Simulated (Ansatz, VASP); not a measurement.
## Two plane-wave programs on MoS2

```
Mo S
1.0
     6.32000    0.00000    0.00000
     0.00000   10.94656    0.00000
    -1.58000   -0.91221   12.30000
Mo S
16 32
Direct
  0.00000 0.00000 0.00000
  0.50000 0.00000 0.00000
  0.25000 0.25000 0.00000
  0.37500 0.12500 0.50000
  0.75000 0.25000 0.00000
  0.87500 0.12500 0.50000
  0.50000 0.50000 0.00000
  0.62500 0.37500 0.50000
  0.00000 0.50000 0.00000
  0.12500 0.37500 0.50000
  0.75000 0.75000 0.00000
  0.87500 0.62500 0.50000
  0.25000 0.75000 0.00000
  0.37500 0.62500 0.50000
  0.12500 0.87500 0.50000
  0.62500 0.87500 0.50000
  0.09375 0.03125 0.37500
  0.59375 0.03125 0.37500
  0.34375 0.28125 0.37500
  0.46875 0.15625 0.87500
  0.84375 0.28125 0.37500
  0.96875 0.15625 0.87500
  0.59375 0.53125 0.37500
  0.71875 0.40625 0.87500
  0.09375 0.53125 0.37500
  0.21875 0.40625 0.87500
  0.84375 0.78125 0.37500
  0.96875 0.65625 0.87500
  0.34375 0.78125 0.37500
  0.46875 0.65625 0.87500
  0.21875 0.90625 0.87500
  0.71875 0.90625 0.87500
  0.15637 0.05212 0.62550
  0.65638 0.05212 0.62550
  0.40637 0.30212 0.62550
  0.53138 0.17713 0.12550
  0.90638 0.30212 0.62550
  0.03138 0.17713 0.12550
  0.65638 0.55212 0.62550
  0.78138 0.42712 0.12550
  0.15637 0.55212 0.62550
  0.28137 0.42712 0.12550
  0.90638 0.80212 0.62550
  0.03138 0.67712 0.12550
  0.40637 0.80212 0.62550
  0.53138 0.67712 0.12550
  0.28137 0.92712 0.12550
  0.78138 0.92712 0.12550
```

Alike in both runs: task single point; functional PBE; k mesh 2 × 1 × 1; occupations gaussian, width 0.05 eV; no spin polarisation.

```csv
,VASP,Ansatz
version,VASP 6.6.1,Ansatz 0.2.0
potentials or method,"VASP PAW PBE potentials, release 64 (Mo_sv, S), cutoff 520 eV","scalar-relativistic, plane waves, PAW"
valence electrons in the cell,416,416
```

|  | VASP | Ansatz | Ansatz less VASP |
| --- | --- | --- | --- |
| gap on the k mesh at the Fermi level (eV) | 1.03 | 1.01 | -0.016 |
| rms of the force components (eV/Å) | 0.239 | 0.246 | +0.0073 |

Atom by atom the forces differ by 0.007 eV/Å (rms over components). The functional is the same, so the differences come from potentials, cutoffs and numerics.

The k mesh is coarse, so the values compare programs but aren't converged.
